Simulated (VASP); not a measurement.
# GaN in VASP: further runs

GaN is run at these levels: PBE; tasks: single point.

Program: VASP 6.6.1. These are calculated values, not measurements. Logs are shortened: lines on timing, memory, paths and dates and some standing lists are left out, and cuts for length are marked.

## 1. The cell of the first run

The structure is cubic, space group F-43m (No. 216). Conventional cell: a = 4.620 Å, b = 4.620 Å, c = 4.620 Å, α = 90.00°, β = 90.00°, γ = 90.00°. Ga (site symmetry -43m) has 4 N at 2.00 Å within 2.7 Å. N (site symmetry -43m) has 4 Ga at 2.00 Å within 2.7 Å.

## 2. Single point, PBE (strain +0.025 along x and y, +0.025 along z)

The input, INCAR:

```
SYSTEM = GaN
ALGO = Normal
EDIFF = 1E-6
ENCUT = 520
GGA = PE
ISIF = 2
ISMEAR = 0
LASPH = .TRUE.
LCHARG = .FALSE.
LREAL = .FALSE.
LWAVE = .FALSE.
NBANDS = 16
NELM = 100
PREC = Accurate
SIGMA = 0.05
```

The input, KPOINTS:

```
k-points
0
G
  10 10 10
  0 0 0
```

The input, POSCAR:

```
GaN
1.0
    0.0000000000      2.3098381227      2.3098381227
    2.3098381227      0.0000000000      2.3098381227
    2.3098381227      2.3098381227      0.0000000000
Ga N
1 1
Direct
    0.0000000000      0.0000000000      0.0000000000
    0.7500000000      0.7500000000      0.7500000000
```

Potentials or basis: VASP PAW PBE potentials, release 64 (Ga_d, N).

Started as:

```console
cat potpaw_PBE.64/Ga_d/POTCAR potpaw_PBE.64/N/POTCAR > POTCAR
mpirun -np 1 vasp_std > vasp.out
```

OUTCAR:

```text
SYSTEM = GaN
   EDIFF = 1E-6
   ENCUT = 520
   GGA = PE
   ISIF = 2
   ISMEAR = 0
   LASPH = .TRUE.
   LREAL = .FALSE.
   NELM = 100
   PREC = Accurate

 ion  position               nearest neighbor table
   1  0.000  0.000  0.000-   2 2.00   2 2.00   2 2.00   2 2.00
   2  0.750  0.750  0.750-   1 2.00   1 2.00   1 2.00   1 2.00

  LATTYP: Found a face centered cubic cell.
 ALAT       =     4.6196762454

  Lattice vectors:

 A1 = (   0.0000000000,   2.3098381227,   2.3098381227)
 A2 = (   2.3098381227,   0.0000000000,   2.3098381227)
 A3 = (   2.3098381227,   2.3098381227,   0.0000000000)

Analysis of symmetry for initial positions (statically):
=====================================================================
 Subroutine PRICEL returns:
 Original cell was already a primitive cell.

 Routine SETGRP: Setting up the symmetry group for a
 face centered cubic supercell.

 Subroutine GETGRP returns: Found 24 space group operations
 (whereof 24 operations were pure point group operations)
 out of a pool of 48 trial point group operations.

The static configuration has the point symmetry T_d .

Analysis of symmetry for dynamics (positions and initial velocities):
=====================================================================
 Subroutine PRICEL returns:
 Original cell was already a primitive cell.

 Routine SETGRP: Setting up the symmetry group for a
 face centered cubic supercell.

 Subroutine GETGRP returns: Found 24 space group operations
 (whereof 24 operations were pure point group operations)
 out of a pool of 48 trial point group operations.

The dynamic configuration has the point symmetry T_d .

 Subroutine INISYM returns: Found 24 space group operations
 (whereof 24 operations are pure point group operations),
 and found     1 'primitive' translations

----------------------------------------------------------------------------------------

                                     Primitive cell

  volume of cell :      24.6476

  direct lattice vectors                    reciprocal lattice vectors
     0.000000000  2.309838123  2.309838123    -0.216465386  0.216465386  0.216465386
     2.309838123  0.000000000  2.309838123     0.216465386 -0.216465386  0.216465386
     2.309838123  2.309838123  0.000000000     0.216465386  0.216465386 -0.216465386

  length of vectors
     3.266604400  3.266604400  3.266604400     0.374929046  0.374929046  0.374929046

  position of ions in fractional coordinates (direct lattice)
     0.000000000  0.000000000  0.000000000
     0.750000000  0.750000000  0.750000000

  ion indices of the primitive-cell ions
   primitive index   ion index
                 1           1
                 2           2

----------------------------------------------------------------------------------------

 KPOINTS: k-points

Automatic generation of k-mesh.
 Grid dimensions read from file:
 generate k-points for:   10   10   10

 Generating k-lattice:

  Cartesian coordinates                     Fractional coordinates (reciprocal lattice)
    -0.021646539  0.021646539  0.021646539     0.100000000  0.000000000  0.000000000
     0.021646539 -0.021646539  0.021646539     0.000000000  0.100000000  0.000000000
     0.021646539  0.021646539 -0.021646539     0.000000000  0.000000000  0.100000000

  Length of vectors
     0.037492905  0.037492905  0.037492905

  Shift w.r.t. Gamma in fractional coordinates (k-lattice)
     0.000000000  0.000000000  0.000000000

 Subroutine IBZKPT returns following result:
 ===========================================

 Found     47 irreducible k-points:

 Following reciprocal coordinates:
            Coordinates               Weight
  0.000000  0.000000  0.000000      1.000000
  0.100000  0.000000  0.000000      8.000000
  0.200000  0.000000  0.000000      8.000000
  0.300000  0.000000  0.000000      8.000000
  0.400000  0.000000  0.000000      8.000000
  0.500000  0.000000  0.000000      4.000000
[... 16 lines left out ...]
  0.300000  0.300000  0.000000      6.000000
  0.400000  0.300000  0.000000     24.000000
 [... further k-points ...]
   k-points           NKPTS =     47   k-points in BZ     NKDIM =     47   number of bands    NBANDS=     16
   number of dos      NEDOS =    301   number of ions     NIONS =      2
   total plane-waves  NPLWV =  13824
   dimension x,y,z NGX =    24 NGY =   24 NGZ =   24
   dimension x,y,z NGXF=    48 NGYF=   48 NGZF=   48
   ions per type =               1   1
   NGX,Y,Z   is equivalent  to a cutoff of  12.21, 12.21, 12.21 a.u.
   NGXF,Y,Z  is equivalent  to a cutoff of  24.43, 24.43, 24.43 a.u.
 SYSTEM =  GaN
   PREC   = accura    normal or accurate (medium, high low for compatibility)
   ISTART =      0    job   : 0-new  1-cont  2-samecut
   ICHARG =      2    charge: 1-file 2-atom 10-const
   ISPIN  =      1    spin polarized calculation?
   LNONCOLLINEAR =      F non collinear calculations
   LSORBIT =      F    spin-orbit coupling
   LASPH  =      T    aspherical Exc in radial PAW
   ENCUT  =  520.0 eV  38.22 Ry    6.18 a.u.   6.07  6.07  6.07*2*pi/ulx,y,z
   NELM   =    100;   NELMIN=  2; NELMDL= -5     # of ELM steps
   EDIFF  = 0.1E-05   stopping-criterion for ELM
   LREAL  =      F    real-space projection
   EDIFFG = 0.1E-04   stopping-criterion for IOM
   NSW    =      0    number of steps for IOM
   IBRION =     -1    ionic relax: 0-MD 1-quasi-New 2-CG
   NFREE  =      0    steps in history (QN), initial steepest desc. (CG)
   ISIF   =      2    stress and relaxation
   ISYM   =      2    0-nonsym 1-usesym 2-fastsym
   POTIM  = 0.5000    time-step for ionic-motion
   TEBEG  =    0.0;   TEEND  =   0.0 temperature during run
   PSTRESS=    0.0 pullay stress
   NELECT =      18.0000    total number of electrons
   NUPDOWN=      -1.0000    fix difference up-down
   EMIN   =  10.00;   EMAX   =-10.00  energy-range for DOS
   EFERMI =   0.00;   METHOD = LEGACY
   ISMEAR =     0;   SIGMA  =   0.05  broadening in eV -4-tet -1-fermi 0-gaus
   EFERMI_NEDOS =   21; number of points for ismear=-14 and -15
   IALGO  =     38    algorithm
   IMIX   =      4    mixing-type and parameters
     AMIX     =   0.40;   BMIX     =  1.00
     AMIX_MAG =   1.60;   BMIX_MAG =  1.00
  volume/ion in A,a.u.               =      12.32        83.17
  Fermi-wavevector in a.u.,A,eV,Ry     =   1.474260  2.785948 29.571487  2.173443
  Thomas-Fermi vector in A             =   2.589053
   LORBIT       =      0    0 simple, 1 ext, 2 COOP (PROOUT), +10 PAW based schemes
   GGA     = PE    functional components
   LHFCALC =     F    Hartree Fock is set to
   AEXX    =    0.0000 exact exchange contribution
   IVDW    =     0    specifies the selected vdW correction
   LEPSILON=     F    determine dielectric tensor
   LRPA    =     F    only Hartree local field effects (RPA)
 non-spin polarized calculation
 Gauss-broadening in eV      SIGMA  =   0.05
  energy-cutoff  :      520.00
  volume of cell :       24.65
 maximum number of plane-waves:       678
   NGX = 13   NGY = 13   NGZ = 13

 number of electron      17.9999996 magnetization

 Free energy of the ion-electron system (eV)
  ---------------------------------------------------
  ext. energy  EPLUGINS =         0.00000000
  ---------------------------------------------------
  free energy    TOTEN  =       -12.12858775 eV

  energy without entropy =      -12.12858775  energy(sigma->0) =      -12.12858775

 E-fermi :   4.7940     XC(G=0): -11.2763

 val. band max:        4.5079117116   @ k =   0.0000   0.0000   0.0000
 cond. band min:       5.7556869901   @ k =   0.0000   0.0000   0.0000
 fundamental gap:      1.2477752784
 Fermi energy:         4.7939949830

 k-point     1 :       0.0000    0.0000    0.0000
  band No.  band energies     occupation
      1     -10.8218      2.00000
      2      -8.8958      2.00000
      3      -8.8958      2.00000
      4      -8.8958      2.00000
      5      -8.6441      2.00000
      6      -8.6441      2.00000
[... 8 lines left out ...]
     15      22.8051      0.00000
     16      22.8051      0.00000

 k-point     2 :       0.1000    0.0000    0.0000
  band No.  band energies     occupation
      1     -10.7300      2.00000
      2      -8.8849      2.00000
      3      -8.8849      2.00000
      4      -8.8505      2.00000
      5      -8.6451      2.00000
      6      -8.6451      2.00000
[... 8 lines left out ...]
     15      21.5582      0.00000
     16      21.5582      0.00000

 k-point     3 :       0.2000    0.0000    0.0000
  band No.  band energies     occupation
      1     -10.5100      2.00000
      2      -8.8597      2.00000
      3      -8.8597      2.00000
      4      -8.6687      2.00000
      5      -8.6438      2.00000
      6      -8.6438      2.00000
[... 8 lines left out ...]
     15      20.8146      0.00000
     16      20.8146      0.00000

 k-point     4 :       0.3000    0.0000    0.0000
  band No.  band energies     occupation
      1     -10.3009      2.00000
      2      -8.8374      2.00000
      3      -8.8374      2.00000
      4      -8.6327      2.00000
      5      -8.6327      2.00000
      6      -8.2589      2.00000
[... 8 lines left out ...]
     15      21.2076      0.00000
     16      21.2076      0.00000
[... 324 lines left out ...]
 k-point    22 :      -0.2000    0.2000    0.0000
  band No.  band energies     occupation
      1     -10.2374      2.00000
      2      -8.8236      2.00000
      3      -8.8127      2.00000
      4      -8.6610      2.00000
      5      -8.6448      2.00000
      6      -8.0968      2.00000
[... 8 lines left out ...]
     15      21.1372      0.00000
     16      24.1507      0.00000

 k-point    23 :       0.3000    0.3000    0.0000
  band No.  band energies     occupation
      1     -10.1794      2.00000
      2      -8.7646      2.00000
      3      -8.7443      2.00000
      4      -8.7443      2.00000
      5      -8.6034      2.00000
      6      -8.0589      2.00000
[... 8 lines left out ...]
     15      25.7404      0.00000
     16      25.8295      0.00000

 k-point    24 :       0.4000    0.3000    0.0000
  band No.  band energies     occupation
      1     -10.1107      2.00000
      2      -8.7828      2.00000
      3      -8.7170      2.00000
      4      -8.7167      2.00000
      5      -8.5951      2.00000
      6      -7.6241      2.00000
[... 8 lines left out ...]
     15      25.6143      0.00000
     16      26.1370      0.00000

 [... further k-points ...]
[... 5 lines left out ...]
  --------------------------------------------------------------------------------------
  -------------------------------------------------------------------------------------
  Total       -1.0852678     -1.0852678     -1.0852678      0.0000000     -0.0000000      0.0000000
  in kB      -70.5460781    -70.5460781    -70.5460781      0.0000000     -0.0000000      0.0000000
  external PRESSURE =     -70.5460781 kB  Pullay stress =       0.0000000 kB

 VOLUME and BASIS-vectors are now :
 -----------------------------------------------------------------------------
  energy-cutoff  :      520.00
  volume of cell :       24.65
      direct lattice vectors                 reciprocal lattice vectors
     0.000000000  2.309838123  2.309838123    -0.216465386  0.216465386  0.216465386
     2.309838123  0.000000000  2.309838123     0.216465386 -0.216465386  0.216465386
     2.309838123  2.309838123  0.000000000     0.216465386  0.216465386 -0.216465386

 POSITION                                       TOTAL-FORCE (eV/Angst)
 -----------------------------------------------------------------------------------
      0.00000      0.00000      0.00000         0.000000      0.000000      0.000000
      3.46476      3.46476      3.46476        -0.000000     -0.000000     -0.000000
 -----------------------------------------------------------------------------------
    total drift:                               -0.000001     -0.000001     -0.000001

  FREE ENERGIE OF THE ION-ELECTRON SYSTEM (eV)
  ---------------------------------------------------
  free  energy   TOTEN  =       -12.1285877512 eV

  energy  without entropy=      -12.1285877512  energy(sigma->0) =      -12.12858775
```

Wall time 18 s (1 thread of Intel Xeon 8259CL, shared host); peak memory 0.15 GiB.

What came out:

| Property | Result |
| --- | --- |
| Free energy | -12.1286 eV |
| Pressure | -7.1 GPa |
| Band gap on the k mesh | 1.25 eV, direct |

Caveat: the cell differs from its parent crystal (strain +0.025 along x and y, +0.025 along z).

## 3. Single point, PBE (strain +0.050 along x and y, +0.050 along z)

The input, INCAR:

```
PREC = Accurate ; ENCUT = 520
EDIFF = 1E-6 ; ISMEAR = 0
SIGMA = 0.05 ; LREAL = F
LASPH = T ; NELM = 60
ALGO = Normal ; ISIF = 2
LWAVE = F ; LCHARG = F
GGA = PE ; NBANDS = 16
```

The input, KPOINTS:

```
Automatic mesh
0
Gamma
  10 10 10
```

The input, POSCAR:

```
GaN
1.0
    0.0000000000      2.3661756379      2.3661756379
    2.3661756379      0.0000000000      2.3661756379
    2.3661756379      2.3661756379      0.0000000000
Ga N
1 1
Direct
    0.0000000000      0.0000000000      0.0000000000
    0.7500000000      0.7500000000      0.7500000000
```

Potentials or basis: VASP PAW PBE potentials, release 64 (Ga_d, N).

Started as:

```console
cat potpaw_PBE.64/Ga_d/POTCAR potpaw_PBE.64/N/POTCAR > POTCAR
mpirun -np 1 vasp_std > vasp.out
```

Run time: 28 s. Hardware: 1 thread of Intel Xeon 8259CL, shared host; peak memory 0.16 GiB.

It converged, with:

```
Free energy            : -11.9960 eV
Pressure               : -15.4 GPa
Band gap on the k mesh : 0.79 eV, direct
```

Levels at points of the mesh, in eV from the valence-band top:
```csv
k point,band 7,band 8,band 9,band 10,band 11,band 12
"(0.00, 0.00, 0.00)",0.00,0.00,0.00,0.79,9.40,9.40
"(0.50, 0.00, 0.00)",-6.16,-0.80,-0.80,3.66,7.98,9.60
"(0.50, 0.50, 0.00)",-5.56,-2.23,-2.23,3.30,5.76,10.77
```

Caveat: the cell differs from its parent crystal (strain +0.050 along x and y, +0.050 along z).

## 4. Single point, PBE (strain -0.050 along x and y, -0.025 along z)

The input, INCAR:

```
ALGO = Normal ; EDIFF = 1E-6
ENCUT = 520 ; GGA = PE
ISIF = 2 ; ISMEAR = 0
LASPH = T ; LCHARG = F
LREAL = F ; LWAVE = F
NBANDS = 16 ; NELM = 100
PREC = Accurate ; SIGMA = 0.05
```

The input, KPOINTS:

```
k-points
0
Gamma
  10 10 10
```

The input, POSCAR:

```
GaN
1.0
    0.0000000000      2.1408255771      2.1971630923
    2.1408255771      0.0000000000      2.1971630923
    2.1408255771      2.1408255771      0.0000000000
Ga N
1 1
Direct
    0.0000000000      0.0000000000      0.0000000000
    0.7500000000      0.7500000000      0.7500000000
```

Started as:

```console
cat potpaw_PBE.64/Ga_d/POTCAR potpaw_PBE.64/N/POTCAR > POTCAR
mpirun -np 1 vasp_std > vasp.out
```

Run time: 31 s. Hardware: 1 thread of Intel Xeon 8259CL, shared host; peak memory 0.16 GiB.

It converged, with:

```
Free energy            : -11.8039 eV
Pressure               : 37.3 GPa
Band gap on the k mesh : 2.50 eV, direct
```

Stress tensor (GPa, compression positive):
```
38.27  0.00  0.00
 0.00 38.27  0.00
 0.00  0.00 35.40
```

Levels at points of the mesh, in eV from the valence-band top:
| k point | band 5 | band 6 | band 7 | band 8 | band 9 | band 10 | band 11 | band 12 | band 13 | band 14 |
| --- | --- | --- | --- | --- | --- | --- | --- | --- | --- | --- |
| (0.00, 0.00, 0.00) | -13.20 | -13.19 | -0.13 | 0.00 | 0.00 | 2.50 | 11.05 | 11.05 | 11.12 | 19.18 |
| (0.50, 0.00, 0.00) | -13.12 | -11.93 | -7.98 | -1.29 | -1.08 | 5.46 | 9.32 | 10.79 | 11.21 | 16.71 |
| (0.50, 0.50, 0.00) | -13.10 | -11.65 | -6.93 | -3.09 | -3.09 | 3.48 | 7.66 | 12.35 | 15.42 | 15.42 |
| (0.50, 0.00, 0.50) | -13.09 | -11.48 | -6.62 | -3.31 | -3.29 | 3.27 | 7.20 | 12.79 | 14.91 | 15.61 |

Caveat: the cell differs from its parent crystal (strain -0.050 along x and y, -0.025 along z).

## 5. Single point, PBE (strain -0.050 along x and y, +0.000 along z)

The input, INCAR:

```
ALGO = Normal
EDIFF = 1E-6
ENCUT = 520
GGA = PE
ISIF = 2
ISMEAR = 0
LASPH = T
LCHARG = T
LELF = T
LREAL = F
LVHAR = T
LWAVE = F
NBANDS = 16
NELM = 100
PREC = Accurate
SIGMA = 0.05
```

KPOINTS is that of step 4.

The input, POSCAR:

```
GaN
1.0
    0.0000000000      2.1408255771      2.2535006075
    2.1408255771      0.0000000000      2.2535006075
    2.1408255771      2.1408255771      0.0000000000
Ga N
1 1
Direct
    0.0000000000      0.0000000000      0.0000000000
    0.7500000000      0.7500000000      0.7500000000
```

Started as:

```console
cat potpaw_PBE.64/Ga_d/POTCAR potpaw_PBE.64/N/POTCAR > POTCAR
mpirun -np 1 vasp_std > vasp.out
```

Run time: 42 s. Hardware: 1 thread of Intel Xeon 8259CL, shared host; peak memory 0.16 GiB.

Results (log left out):

```
Free energy            : -11.9015 eV
Pressure               : 29.4 GPa
Band gap on the k mesh : 2.29 eV, direct
```

Stress tensor (GPa, compression positive):
```
31.53  0.00  0.00
 0.00 31.53  0.00
 0.00  0.00 25.11
```

Levels at points of the mesh, in eV from the valence-band top:
```csv
k point,band 5,band 6,band 7,band 8,band 9,band 10,band 11,band 12,band 13,band 14
"(0.00, 0.00, 0.00)",-13.24,-13.23,-0.28,0.00,0.00,2.29,10.84,10.84,10.97,18.40
"(0.50, 0.00, 0.00)",-13.15,-11.97,-7.83,-1.41,-0.98,5.17,9.16,10.50,11.25,16.38
"(0.50, 0.50, 0.00)",-13.15,-11.78,-7.05,-2.88,-2.88,3.57,7.76,11.84,15.18,15.18
"(0.50, 0.00, 0.50)",-13.13,-11.47,-6.44,-3.32,-3.29,3.17,6.87,12.66,14.20,15.55
```

Caveat: the cell differs from its parent crystal (strain -0.050 along x and y, +0.000 along z).

## 6. Single point, PBE (strain -0.025 along x and y, -0.050 along z)

The input, INCAR:

```
ALGO = Normal
EDIFF = 1E-7
ENCUT = 520
GGA = PE
ISIF = 2
ISMEAR = 0
LASPH = T
LCHARG = F
LREAL = F
LWAVE = F
NBANDS = 16
NELM = 100
PREC = Accurate
SIGMA = 0.05
```

KPOINTS is that of step 5.

The input, POSCAR:

```
GaN
1.0
    0.0000000000      2.1971630923      2.1408255771
    2.1971630923      0.0000000000      2.1408255771
    2.1971630923      2.1971630923      0.0000000000
Ga N
1 1
Direct
    0.0000000000      0.0000000000      0.0000000000
    0.7500000000      0.7500000000      0.7500000000
```

Potentials or basis: VASP PAW PBE potentials, release 64 (Ga_d, N).

Started as:

```console
cat potpaw_PBE.64/Ga_d/POTCAR potpaw_PBE.64/N/POTCAR > POTCAR
mpirun -np 1 vasp_std > vasp.out
```

It took 32 s on 1 thread of Intel Xeon 8259CL, shared host; peak memory 0.16 GiB.

Results (log left out):

- Free energy: -11.9145 eV
- Pressure: 29.3 GPa
- Band gap on the k mesh: 2.30 eV, direct

Stress tensor (GPa, compression positive):
```
28.50  0.00  0.00
 0.00 28.50  0.00
 0.00  0.00 31.04
```

Levels at points of the mesh, in eV from the valence-band top:
```tsv
k point	band 7	band 8	band 9	band 10	band 11	band 12
(0.00, 0.00, 0.00)	-0.12	-0.12	0.00	2.30	10.83	10.90
(0.50, 0.00, 0.00)	-7.82	-1.29	-1.08	5.25	9.16	10.60
(0.50, 0.50, 0.00)	-6.43	-3.30	-3.30	3.17	6.87	12.68
(0.50, 0.00, 0.50)	-6.74	-3.10	-3.08	3.36	7.33	12.25
```

Caveat: the cell differs from its parent crystal (strain -0.025 along x and y, -0.050 along z).

## 7. The runs side by side

```tsv
cell	gap on the mesh (eV)	pressure (GPa)
a = 3.267 Å, angles 60.0°, 2 atoms	1.25	-7.1
a = 3.346 Å, angles 60.0°, 2 atoms	0.79	-15.4
a = 3.068, b = 3.068, c = 3.028 Å, angles 60.4, 60.4, 59.1°, 2 atoms	2.50	37.3
a = 3.108, b = 3.108, c = 3.028 Å, angles 60.9, 60.9, 58.3°, 2 atoms	2.29	29.4
a = 3.068, b = 3.068, c = 3.107 Å, angles 59.6, 59.6, 60.9°, 2 atoms	2.30	29.3
```

Alike in all rows: task single point; level PBE; potentials or basis VASP PAW PBE potentials, release 64 (Ga_d, N); no spin polarisation; k mesh 10 × 10 × 10; cutoff (eV) 520; smearing gaussian 0.05 eV.

Absolute energies hang on the potentials; compare differences alone.
